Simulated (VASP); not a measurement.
Runs of VASP 6.6.1 on TiO2. The structure is that of space group Fm-3m (No. 225), or close to it. The cells are those of the table. 

```tsv
level	cell	k mesh	smearing	grid for exact exchange (PRECFOCK)	share of exact exchange	screening parameter	gap on the mesh (eV)	pressure (GPa)
PBE	a = 3.378 Å, angles 60.2°, 3 atoms	10 × 10 × 10	fermi-dirac 0.02 eV	-	-	-	1.13	8.2
r2SCAN	a = 3.390 Å, angles 60.0°, 3 atoms	10 × 10 × 10	gaussian 0.01 eV	-	-	-	1.55	(a)
PBE	a = 3.390 Å, angles 60.0°, 3 atoms	10 × 10 × 10	fermi-dirac 0.02 eV	-	-	-	1.13	6.8
r2SCAN	a = 3.390, b = 3.348, c = 3.348 Å, angles 60.8, 59.6, 59.6°, 3 atoms	10 × 10 × 10	gaussian 0.01 eV	-	-	-	1.29	9.2
HSE06	a = 3.390 Å, angles 60.0°, 3 atoms	6 × 6 × 6	gaussian 0.01 eV	Normal	0.25	0.2079 1/Å	2.60	-3.0
PBE	a = 3.475, b = 3.475, c = 3.390 Å, angles 60.8, 60.8, 58.4°, 3 atoms	10 × 10 × 10	fermi-dirac 0.02 eV	-	-	-	(b)	-5.2
PBE	a = 3.365, b = 3.365, c = 3.322 Å, angles 60.4, 60.4, 59.1°, 3 atoms	10 × 10 × 10	fermi-dirac 0.02 eV	-	-	-	0.97	17.2
r2SCAN	a = 3.475, b = 3.475, c = 3.390 Å, angles 60.8, 60.8, 58.4°, 3 atoms	10 × 10 × 10	gaussian 0.01 eV	-	-	-	1.16	-10.6
```

Alike in all rows: task single point; potentials or basis VASP PAW PBE potentials, release 64 (Ti_sv, O); no spin polarisation; cutoff (eV) 520.

Estimate the missing entries.

(a) 1.6; (b) 0.76.

Caveats: the cell stands under pressure (at least some runs); the PAW data sets were made with another functional, which shifts forces and pressure a little (at least some runs); the cell stands under tension (at least some runs).

A k mesh can miss the band edges.
